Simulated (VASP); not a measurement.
A run of VASP 6.6.1 is set up as follows.

Contents of INCAR:

```
SYSTEM = Mo
PREC = Accurate
ENCUT = 500
EDIFF = 1E-6
ISMEAR = 1
SIGMA = 0.1
LREAL = .False.
LASPH = .True.
NELM = 120
ALGO = Normal
ISIF = 2
LWAVE = .False.
LCHARG = .False.
GGA = PS
NBANDS = 126
GGA_COMPAT = .False.
```

KPOINTS

```
Automatic mesh
0
Gamma
  3 3 3
  0 0 0
```

File POSCAR:

```
Mo
1.0
    6.3226243330      0.0000000000      0.0000000000
    0.0000000000      6.3226243330      0.0000000000
    0.0000000000      0.0000000000      6.3226243330
Mo
16
Direct
    0.0000000000      0.0000000000      0.0000000000
    0.2500000000      0.2500000000      0.2500000000
    0.0000000000      0.0000000000      0.5000000000
    0.2500000000      0.2500000000      0.7500000000
    0.0000000000      0.5000000000      0.0000000000
    0.2500000000      0.7500000000      0.2500000000
    0.0000000000      0.5000000000      0.5000000000
    0.2500000000      0.7500000000      0.7500000000
    0.5000000000      0.0000000000      0.0000000000
    0.7500000000      0.2500000000      0.2500000000
    0.5000000000      0.0000000000      0.5000000000
    0.7500000000      0.2500000000      0.7500000000
    0.5000000000      0.5000000000      0.0000000000
    0.7500000000      0.7500000000      0.2500000000
    0.5000000000      0.5000000000      0.5000000000
    0.7500000000      0.7500000000      0.7500000000
```

Potentials or basis: VASP PAW PBE potentials, release 64 (Mo_sv).

Launch:

```bash
$ cat potpaw_PBE.64/Mo_sv/POTCAR > POTCAR
$ mpirun -np 1 vasp_std > vasp.out
```

Task: What does it give for the pressure?

Result: -7.6 GPa.

Task: Predict the band gap on the k mesh.

Result: Zero (filled and empty bands touch).

Caveat: the cell stands under tension; the PAW data sets were made with another functional, which shifts forces and pressure a little.
